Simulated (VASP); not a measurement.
# Sr (P6_3/mmc) in VASP: notebook

Sr is run at these levels: PBEsol; tasks: single point.

Program: VASP 6.6.1. These are calculated values, not measurements. Logs are shortened: lines on timing, memory, paths and dates and some standing lists are left out, and cuts for length are marked.

## (1) The cell of the first run

Symmetry: P6_3/mmc, No. 194, hexagonal system. Conventional cell: a = 4.069 Å, b = 4.069 Å, c = 6.672 Å, α = 90.00°, β = 90.00°, γ = 120.00°. Sr (site symmetry -6m2) has 12 Sr at 4.07 to 4.08 Å within 5.3 Å.

This isn't the form of Sr at room conditions, which is fcc.

## (2) Single point, PBEsol (equal strain along all axes, cell held: -3.0 %)

File INCAR:

```
PREC = Accurate
ENCUT = 520
EDIFF = 1E-6
ISMEAR = 0
SIGMA = 0.1
LREAL = False
LASPH = True
NELM = 100
ALGO = Fast
ISIF = 2
LWAVE = False
LCHARG = False
GGA = PS
NBANDS = 17
```

File KPOINTS:

```
regular mesh
0
Gamma
  12 12 8
```

File POSCAR:

```
Sr
1.0
    4.0687012119      0.0000000000      0.0000000000
   -2.0343506060      3.5235986099      0.0000000000
    0.0000000000      0.0000000000      6.6721695056
Sr
2
Direct
    0.3333333333      0.6666666667      0.2500000000
    0.6666666667      0.3333333333      0.7500000000
```

Potentials or basis: VASP PAW PBE potentials, release 64 (Sr_sv).

On the command line:

```console
> cat potpaw_PBE.64/Sr_sv/POTCAR > POTCAR
> mpirun -np 1 vasp_std > vasp.out
```

OUTCAR:

```text
PREC = Accurate
   ENCUT = 520
   EDIFF = 1E-6
   ISMEAR = 0
   LREAL = False
   LASPH = True
   NELM = 100
   ISIF = 2
   GGA = PS

 ion  position               nearest neighbor table
   1  0.333  0.667  0.250-   2 4.08   2 4.08   2 4.08   2 4.08   2 4.08   2 4.08
   2  0.667  0.333  0.750-   1 4.08   1 4.08   1 4.08   1 4.08   1 4.08   1 4.08

  LATTYP: Found a hexagonal cell.
 ALAT       =     4.0687012119
 C/A-ratio  =     1.6398769922

  Lattice vectors:

 A1 = (   4.0687012119,   0.0000000000,   0.0000000000)
 A2 = (  -2.0343506060,   3.5235986099,   0.0000000000)
 A3 = (   0.0000000000,   0.0000000000,   6.6721695056)

Analysis of symmetry for initial positions (statically):
=====================================================================
 Subroutine PRICEL returns:
 Original cell was already a primitive cell.

 Routine SETGRP: Setting up the symmetry group for a
 hexagonal supercell.

 Subroutine GETGRP returns: Found 24 space group operations
 (whereof 12 operations were pure point group operations)
 out of a pool of 24 trial point group operations.

The static configuration has the point symmetry D_3d.
 The point group associated with its full space group is D_6h.

Analysis of symmetry for dynamics (positions and initial velocities):
=====================================================================
 Subroutine PRICEL returns:
 Original cell was already a primitive cell.

 Routine SETGRP: Setting up the symmetry group for a
 hexagonal supercell.

 Subroutine GETGRP returns: Found 24 space group operations
 (whereof 12 operations were pure point group operations)
 out of a pool of 24 trial point group operations.

The dynamic configuration has the point symmetry D_3d.
 The point group associated with its full space group is D_6h.

 Subroutine INISYM returns: Found 24 space group operations
 (whereof 12 operations are pure point group operations),
 and found     1 'primitive' translations

----------------------------------------------------------------------------------------

                                     Primitive cell

  volume of cell :      95.6554

  direct lattice vectors                    reciprocal lattice vectors
     4.068701212  0.000000000  0.000000000     0.245778677  0.141900385  0.000000000
    -2.034350606  3.523598610  0.000000000     0.000000000  0.283800770  0.000000000
     0.000000000  0.000000000  6.672169506     0.000000000  0.000000000  0.149876288

  length of vectors
     4.068701212  4.068701212  6.672169506     0.283800770  0.283800770  0.149876288

  position of ions in fractional coordinates (direct lattice)
     0.333333333  0.666666667  0.250000000
     0.666666667  0.333333333  0.750000000

  ion indices of the primitive-cell ions
   primitive index   ion index
                 1           1
                 2           2

----------------------------------------------------------------------------------------

 KPOINTS: regular mesh

Automatic generation of k-mesh.
 Grid dimensions read from file:
 generate k-points for:   12   12    8

 Generating k-lattice:

  Cartesian coordinates                     Fractional coordinates (reciprocal lattice)
     0.020481556  0.011825032  0.000000000     0.083333333 -0.000000000  0.000000000
     0.000000000  0.023650064  0.000000000     0.000000000  0.083333333  0.000000000
     0.000000000  0.000000000  0.018734536     0.000000000  0.000000000  0.125000000

  Length of vectors
     0.023650064  0.023650064  0.018734536

  Shift w.r.t. Gamma in fractional coordinates (k-lattice)
     0.000000000  0.000000000  0.000000000

 Subroutine IBZKPT returns following result:
 ===========================================

 Found     95 irreducible k-points:

 Following reciprocal coordinates:
            Coordinates               Weight
  0.000000  0.000000  0.000000      1.000000
  0.083333  0.000000  0.000000      6.000000
  0.166667 -0.000000  0.000000      6.000000
  0.250000 -0.000000  0.000000      6.000000
  0.333333 -0.000000  0.000000      6.000000
  0.416667  0.000000  0.000000      6.000000
[... 16 lines left out ...]
  0.250000 -0.000000  0.125000     12.000000
  0.333333 -0.000000  0.125000     12.000000
 [... further k-points ...]
   k-points           NKPTS =     95   k-points in BZ     NKDIM =     95   number of bands    NBANDS=     17
   number of dos      NEDOS =    301   number of ions     NIONS =      2
   total plane-waves  NPLWV =  45000
   dimension x,y,z NGX =    30 NGY =   30 NGZ =   50
   dimension x,y,z NGXF=    60 NGYF=   60 NGZF=  100
   ions per type =               2
   NGX,Y,Z   is equivalent  to a cutoff of  12.26, 12.26, 12.46 a.u.
   NGXF,Y,Z  is equivalent  to a cutoff of  24.52, 24.52, 24.92 a.u.
 SYSTEM =  unknown system
   PREC   = accura    normal or accurate (medium, high low for compatibility)
   ISTART =      0    job   : 0-new  1-cont  2-samecut
   ICHARG =      2    charge: 1-file 2-atom 10-const
[... 96 lines left out ...]
      3     -16.4012      2.00000
      4     -16.3096      2.00000
      5     -16.2675      2.00000
      6     -16.2203      2.00000
[... 9 lines left out ...]
     16       5.3502      0.00000
     17       5.3821      0.00000

 k-point     5 :       0.3333   -0.0000    0.0000
  band No.  band energies     occupation
      1     -34.2529      2.00000
      2     -34.2375      2.00000
      3     -16.3734      2.00000
      4     -16.3650      2.00000
      5     -16.3277      2.00000
      6     -16.2383      2.00000
[... 9 lines left out ...]
     16       5.8522      0.00000
     17       6.0705      0.00000

 k-point     6 :       0.4167    0.0000    0.0000
  band No.  band energies     occupation
      1     -34.2473      2.00000
      2     -34.2364      2.00000
      3     -16.4200      2.00000
      4     -16.3706      2.00000
      5     -16.3315      2.00000
      6     -16.2512      2.00000
[... 9 lines left out ...]
     16       6.4321      0.00000
     17       6.8930      0.00000

 k-point     7 :       0.5000   -0.0000    0.0000
  band No.  band energies     occupation
      1     -34.2450      2.00000
      2     -34.2362      2.00000
      3     -16.4369      2.00000
      4     -16.3860      2.00000
      5     -16.3158      2.00000
      6     -16.2559      2.00000
[... 9 lines left out ...]
     16       6.8655      0.00000
     17       7.5040      0.00000

 k-point     8 :       0.0833    0.0833    0.0000
  band No.  band energies     occupation
      1     -34.2676      2.00000
      2     -34.2433      2.00000
      3     -16.4390      2.00000
      4     -16.2280      2.00000
      5     -16.2067      2.00000
      6     -16.1817      2.00000
[... 9 lines left out ...]
     16       4.9328      0.00000
     17       5.2009      0.00000
[... 203 lines left out ...]
      1     -34.2383      2.00000
      2     -34.2383      2.00000
      3     -16.3818      2.00000
      4     -16.3379      2.00000
      5     -16.3379      2.00000
      6     -16.2867      2.00000
[... 9 lines left out ...]
     16       6.1952      0.00000
     17       6.2165      0.00000

 k-point    20 :       0.0000    0.0000    0.1250
  band No.  band energies     occupation
      1     -34.2713      2.00000
      2     -34.2466      2.00000
      3     -16.4485      2.00000
      4     -16.1807      2.00000
      5     -16.1807      2.00000
      6     -16.1514      2.00000
[... 9 lines left out ...]
     16       4.8410      0.00000
     17       5.6176      0.00000

 k-point    21 :       0.0833    0.0000    0.1250
  band No.  band energies     occupation
      1     -34.2697      2.00000
      2     -34.2458      2.00000
      3     -16.4419      2.00000
      4     -16.1974      2.00000
      5     -16.1859      2.00000
      6     -16.1663      2.00000
[... 9 lines left out ...]
     16       4.9371      0.00000
     17       5.4662      0.00000

 k-point    22 :       0.1667   -0.0000    0.1250
  band No.  band energies     occupation
      1     -34.2653      2.00000
      2     -34.2435      2.00000
      3     -16.4235      2.00000
      4     -16.2429      2.00000
      5     -16.2124      2.00000
      6     -16.1998      2.00000
[... 9 lines left out ...]
     16       5.1033      0.00000
     17       5.2831      0.00000

 k-point    23 :       0.2500   -0.0000    0.1250
  band No.  band energies     occupation
      1     -34.2590      2.00000
      2     -34.2406      2.00000
      3     -16.3986      2.00000
      4     -16.3029      2.00000
      5     -16.2736      2.00000
      6     -16.2180      2.00000
[... 9 lines left out ...]
     16       5.3919      0.00000
     17       5.4447      0.00000

 k-point    24 :       0.3333   -0.0000    0.1250
  band No.  band energies     occupation
      1     -34.2523      2.00000
      2     -34.2381      2.00000
      3     -16.3936      2.00000
      4     -16.3450      2.00000
      5     -16.3262      2.00000
      6     -16.2358      2.00000
[... 9 lines left out ...]
     16       5.8595      0.00000
     17       6.0211      0.00000

 [... further k-points ...]

------------------------ aborting loop because EDIFF is reached ----------------------------------------

  FORCE on cell =-STRESS in cart. coord.  units (eV):
  Direction    XX          YY          ZZ          XY          YZ          ZX
  --------------------------------------------------------------------------------------
  -------------------------------------------------------------------------------------
  Total        0.7472830      0.7472830      0.7679092     -0.0000000     -0.0000000      0.0000000
  in kB       12.5166004     12.5166004     12.8620792     -0.0000000     -0.0000000      0.0000000
  external PRESSURE =      12.6317600 kB  Pullay stress =       0.0000000 kB

 VOLUME and BASIS-vectors are now :
 -----------------------------------------------------------------------------
  energy-cutoff  :      520.00
  volume of cell :       95.66
      direct lattice vectors                 reciprocal lattice vectors
     4.068701212  0.000000000  0.000000000     0.245778677  0.141900385  0.000000000
    -2.034350606  3.523598610  0.000000000     0.000000000  0.283800770  0.000000000
     0.000000000  0.000000000  6.672169506     0.000000000  0.000000000  0.149876288

 POSITION                                       TOTAL-FORCE (eV/Angst)
 -----------------------------------------------------------------------------------
     -0.00000      2.34907      1.66804        -0.000000      0.000000      0.000000
      2.03435      1.17453      5.00413         0.000000     -0.000000      0.000000
 -----------------------------------------------------------------------------------
    total drift:                                0.000000     -0.000000      0.000000

  FREE ENERGIE OF THE ION-ELECTRON SYSTEM (eV)
  ---------------------------------------------------
  free  energy   TOTEN  =        -3.6422509956 eV

  energy  without entropy=       -3.6299316368  energy(sigma->0) =       -3.63609132
```

Run time: 3.9 min. Hardware: 1 thread of Intel Xeon 8259CL, shared host; peak memory 0.29 GiB.

What came out:

- Free energy: -3.6423 eV
- Pressure: 1.3 GPa
- Band gap on the k mesh: zero (bands 10 and 11 overlap by 0.18 eV)

Caveat: the cell differs from its parent crystal (equal strain along all axes, cell held: -3.0 %); the PAW data sets were made with another functional, which shifts forces and pressure a little.

## (3) Single point, PBEsol (equal strain along all axes, cell held: -2.0 %)

File INCAR:

```
  PREC = Accurate
  ENCUT = 520
  EDIFF = 1E-6
  ISMEAR = 0
  SIGMA = 0.1
  LREAL = False
  LASPH = True
  NELM = 80
  ALGO = Fast
  ISIF = 2
  LWAVE = False
  LCHARG = False
  GGA = PS
  NBANDS = 17
```

File KPOINTS:

```
Automatic mesh
0
Gamma
  12 12 8
```

File POSCAR:

```
Sr
1.0
    4.1106465852      0.0000000000      0.0000000000
   -2.0553232926      3.5599243688      0.0000000000
    0.0000000000      0.0000000000      6.7409547582
Sr
2
Direct
    0.3333333333      0.6666666667      0.2500000000
    0.6666666667      0.3333333333      0.7500000000
```

Potentials or basis: VASP PAW PBE potentials, release 64 (Sr_sv).

On the command line:

```console
> cat potpaw_PBE.64/Sr_sv/POTCAR > POTCAR
> mpirun -np 1 vasp_std > vasp.out
```

Wall time 3.5 min (1 thread of Intel Xeon 8259CL, shared host); peak memory 0.31 GiB.

The run converged. Its results:

* Free energy: -3.6615 eV
* Pressure: 0.8 GPa
* Band gap on the k mesh: zero (bands 10 and 11 overlap by 0.19 eV)

Levels at points of the mesh, in eV from the Fermi level:
```
           k point  band 6  band 7  band 8  band 9  band 10  band 11  band 12  band 13  band 14  band 15
(0.00, 0.00, 0.00)  -18.21  -18.21  -18.21   -3.84    -1.23     0.20     2.37     2.40     2.40     2.85
(0.50, 0.00, 0.00)  -18.32  -18.28  -18.25   -1.15    -0.52    -0.04     0.21     1.41     2.04     2.28
(0.00, 0.00, 0.50)  -18.23  -18.23  -18.23   -2.81    -2.81     1.29     1.29     2.39     2.39     2.39
(0.50, 0.00, 0.50)  -18.29  -18.28  -18.28   -0.90    -0.90     0.35     0.35     1.37     1.37     3.18
```

Caveat: the cell differs from its parent crystal (equal strain along all axes, cell held: -2.0 %); the PAW data sets were made with another functional, which shifts forces and pressure a little.

## (4) Single point, PBEsol (equal strain along all axes, cell held: -1.0 %)

File INCAR:

```
SYSTEM = Sr
PREC     = Accurate       ! precision mode
ENCUT    = 520            ! plane-wave cutoff, eV
EDIFF    = 1E-6           ! SCF threshold, eV
ISMEAR   = 0              ! smearing method
SIGMA    = 0.1            ! smearing width, eV
LREAL    = .False.        ! projectors in reciprocal space
LASPH    = .True.         ! aspherical terms in the spheres
NELM     = 60             ! most SCF steps
ALGO     = Fast           ! electronic algorithm
ISIF     = 2              ! what is computed and relaxed
LWAVE    = .False.        ! write WAVECAR
LCHARG   = .False.        ! write CHGCAR
GGA      = PS             ! functional
NBANDS   = 17             ! bands
```

File KPOINTS:

```
Automatic mesh
0
Gamma
  12 12 8
  0 0 0
```

File POSCAR:

```
Sr
1.0
    4.1525919585      0.0000000000      0.0000000000
   -2.0762959793      3.5962501276      0.0000000000
    0.0000000000      0.0000000000      6.8097400108
Sr
2
Direct
    0.3333333333      0.6666666667      0.2500000000
    0.6666666667      0.3333333333      0.7500000000
```

On the command line:

```console
> cat potpaw_PBE.64/Sr_sv/POTCAR > POTCAR
> mpirun -np 1 vasp_std > vasp.out
```

It took 3.4 min on 1 thread of Intel Xeon 8259CL, shared host; peak memory 0.31 GiB.

Results (log left out):

| Property | Result |
| --- | --- |
| Free energy | -3.6728 eV |
| Pressure | 0.4 GPa |
| Band gap on the k mesh | zero (bands 10 and 11 overlap by 0.21 eV) |

Levels at points of the mesh, in eV from the Fermi level:
```tsv
k point	band 6	band 7	band 8	band 9	band 10	band 11	band 12	band 13	band 14	band 15
(0.00, 0.00, 0.00)	-18.28	-18.28	-18.28	-3.80	-1.22	0.15	2.34	2.36	2.36	2.80
(0.50, 0.00, 0.00)	-18.38	-18.34	-18.32	-1.15	-0.53	-0.01	0.21	1.37	1.98	2.25
(0.00, 0.00, 0.50)	-18.30	-18.30	-18.30	-2.80	-2.80	1.27	1.27	2.36	2.36	2.36
(0.50, 0.00, 0.50)	-18.35	-18.35	-18.35	-0.89	-0.89	0.31	0.31	1.34	1.34	3.12
```

Caveat: the cell differs from its parent crystal (equal strain along all axes, cell held: -1.0 %); the PAW data sets were made with another functional, which shifts forces and pressure a little.

## (5) Single point, PBEsol

This run uses another cell than the first one, of 52.40 Å³/atom.

File INCAR:

```
ALGO = Fast ; EDIFF = 1E-7
ENCUT = 520 ; GGA = PS
ISIF = 2 ; ISMEAR = 0
LASPH = True ; LCHARG = True
LELF = True ; LREAL = False
LVHAR = True ; LWAVE = False
NBANDS = 17 ; NELM = 60
PREC = Accurate ; SIGMA = 0.1
```

File KPOINTS:

```
k-points
0
Gamma
  12 12 8
```

File POSCAR:

```
Sr
1.0
    4.1945373319      0.0000000000      0.0000000000
   -2.0972686659      3.6325758865      0.0000000000
    0.0000000000      0.0000000000      6.8785252635
Sr
2
Direct
    0.3333333333      0.6666666667      0.2500000000
    0.6666666667      0.3333333333      0.7500000000
```

On the command line:

```console
> cat potpaw_PBE.64/Sr_sv/POTCAR > POTCAR
> mpirun -np 1 vasp_std > vasp.out
```

It took 4.2 min on 1 thread of Intel Xeon 8259CL, shared host; peak memory 0.32 GiB.

Results (log left out):

| Quantity | Value |
| --- | --- |
| Free energy | -3.6766 eV |
| Pressure | 0.0 GPa |
| Band gap on the k mesh | zero (bands 10 and 11 overlap by 0.23 eV) |

Levels at points of the mesh, in eV from the Fermi level:
| k point | band 8 | band 9 | band 10 | band 11 | band 12 | band 13 |
| --- | --- | --- | --- | --- | --- | --- |
| (0.00, 0.00, 0.00) | -18.35 | -3.76 | -1.21 | 0.10 | 2.30 | 2.32 |
| (0.50, 0.00, 0.00) | -18.39 | -1.15 | -0.54 | 0.01 | 0.21 | 1.33 |
| (0.00, 0.00, 0.50) | -18.37 | -2.78 | -2.78 | 1.26 | 1.26 | 2.32 |
| (0.50, 0.00, 0.50) | -18.41 | -0.87 | -0.87 | 0.28 | 0.28 | 1.32 |

Caveat: the PAW data sets were made with another functional, which shifts forces and pressure a little.

## (6) Overview

```csv
cell,further INCAR settings,gap on the mesh (eV),pressure (GPa)
"a = 4.069, b = 4.069, c = 6.672 Å, angles 90.0, 90.0, 120.0°, 2 atoms",ALGO = Fast; EDIFF = 1e-06; NBANDS = 17,none,1.3
"a = 4.111, b = 4.111, c = 6.741 Å, angles 90.0, 90.0, 120.0°, 2 atoms",ALGO = Fast; EDIFF = 1e-06; NBANDS = 17,none,0.8
"a = 4.153, b = 4.153, c = 6.810 Å, angles 90.0, 90.0, 120.0°, 2 atoms",ALGO = Fast; EDIFF = 1e-06; NBANDS = 17,none,0.4
"a = 4.195, b = 4.195, c = 6.879 Å, angles 90.0, 90.0, 120.0°, 2 atoms",ALGO = Fast; EDIFF = 1e-07; NBANDS = 17,none,0.0
```

Alike in all rows: task single point; level PBEsol; potentials or basis VASP PAW PBE potentials, release 64 (Sr_sv); no spin polarisation; k mesh 12 × 12 × 8; cutoff (eV) 520; smearing gaussian 0.1 eV.

Caveats: the PAW data sets were made with another functional, which shifts forces and pressure a little.

Total energies depend on the potentials used, so only differences within one code and one set of settings carry meaning.
